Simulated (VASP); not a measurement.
Input of a VASP 6.6.1 run:

Contents of INCAR:

```
ALGO     = Normal         # electronic algorithm
EDIFF    = 1E-7           # SCF threshold, eV
EDIFFG   = -0.08          # ionic threshold
ENCUT    = 600            # plane-wave cutoff, eV
GGA      = PE             # functional
IBRION   = 2              # ionic algorithm
ISIF     = 3              # what is computed and relaxed
ISMEAR   = 0              # smearing method
LASPH    = T              # aspherical terms in the spheres
LCHARG   = F              # write CHGCAR
LREAL    = F              # projectors in reciprocal space
LWAVE    = F              # write WAVECAR
NELM     = 100            # most SCF steps
NSW      = 36             # ionic steps
PREC     = Accurate       # precision mode
SIGMA    = 0.15           # smearing width, eV
```

File KPOINTS:

```
k-points
0
Gamma
  3 3 3
```

The input POSCAR:

```
Na3AlO3
1.0
    4.9230438200      2.8423206800      1.3047206000
   -4.9230438200      2.8423206800      1.3047206000
    0.0000000000     -5.6846413500      1.3047206000
Na Al O
3 1 3
Direct
    0.9854160000      0.5494960000      0.5494960000
    0.5494960000      0.9854160000      0.5494960000
    0.5494960000      0.5494960000      0.9854160000
    0.1337360000      0.1337360000      0.1337360000
    0.6265580100      0.9776089800      0.9776089800
    0.9776089800      0.6265580100      0.9776089800
    0.9776089800      0.9776089800      0.6265580100
```

Potentials or basis: VASP PAW PBE potentials, release 64 (Na_pv, Al, O).

Run with:

```bash
$ cat potpaw_PBE.64/Na_pv/POTCAR potpaw_PBE.64/Al/POTCAR potpaw_PBE.64/O/POTCAR > POTCAR
$ mpirun -np 1 vasp_std > vasp.out
```

Task: What does it give for the relaxed volume?

Result: 15.44 Å³/atom.

Task: What does it give for the band gap on the k mesh?

Result: 2.13 eV, indirect (least direct gap 2.38 eV).

Step by step:
| step | energy change (eV) | largest force (eV/Å) | pressure (GPa) | volume (Å³) |
| --- | --- | --- | --- | --- |
| 1 | 0.0000 | 4.4321 | -9.63 | 109.54 |
| 2 | -3.0513 | 4.1276 | -2.39 | 95.29 |
| 3 | 22.1322 | 46.2911 | 194.95 | 62.75 |
| 4 | -2.6648 | 4.3050 | -1.20 | 92.45 |
| 5 | -1.9424 | 5.0431 | 40.90 | 76.65 |
| 6 | -3.3024 | 3.2819 | 5.79 | 87.27 |
| 7 | -3.4273 | 1.3182 | 16.69 | 82.57 |
| 8 | -3.4715 | 2.0983 | 12.45 | 84.14 |
| 9 | -4.3834 | 2.4318 | 14.10 | 91.77 |
| 10 | -4.3828 | 2.4907 | 14.14 | 91.89 |
| 11 | -5.0715 | 0.4039 | 1.21 | 103.83 |
| 12 | -5.0761 | 0.5306 | 0.23 | 105.10 |
| 13 | -5.0760 | 0.4947 | 0.44 | 104.83 |
| 14 | -5.1063 | 0.3557 | 0.16 | 105.89 |
| 15 | -5.1479 | 0.2899 | -0.43 | 108.98 |
| 16 | -5.1488 | 0.3440 | -0.51 | 109.50 |
| 17 | -5.1725 | 0.2492 | -1.00 | 109.70 |
| 18 | -5.1917 | 0.3848 | -1.92 | 110.13 |
| 19 | -5.2019 | 0.3396 | -1.62 | 109.77 |
| 20 | -5.2190 | 0.2323 | -0.68 | 108.69 |
| 21 | -5.2197 | 0.2162 | -0.39 | 108.38 |
| 22 | -5.2243 | 0.1251 | -0.18 | 108.31 |
| 23 | -5.2280 | 0.1869 | 0.27 | 108.17 |
| 24 | -5.2309 | 0.1511 | 0.18 | 108.28 |
| 25 | -5.2365 | 0.1031 | -0.13 | 108.62 |
| 26 | -5.2327 | 0.1968 | -0.69 | 109.29 |
| 27 | -5.2374 | 0.1042 | -0.31 | 108.83 |
| 28 | -5.2395 | 0.0961 | -0.07 | 108.56 |
| 29 | -5.2408 | 0.1447 | 0.34 | 108.12 |
| 30 | -5.2422 | 0.1015 | 0.29 | 108.11 |
| 31 | -5.2440 | 0.0722 | 0.14 | 108.07 |

Caveat: the k points lie up to 0.63 Å⁻¹ apart in the final cell; the relaxation stopped at a loose force limit of 0.08 eV/Å, so its end isn't a converged minimum. Expect the measured gap to be larger: semilocal functionals such as PBE lack the derivative discontinuity.
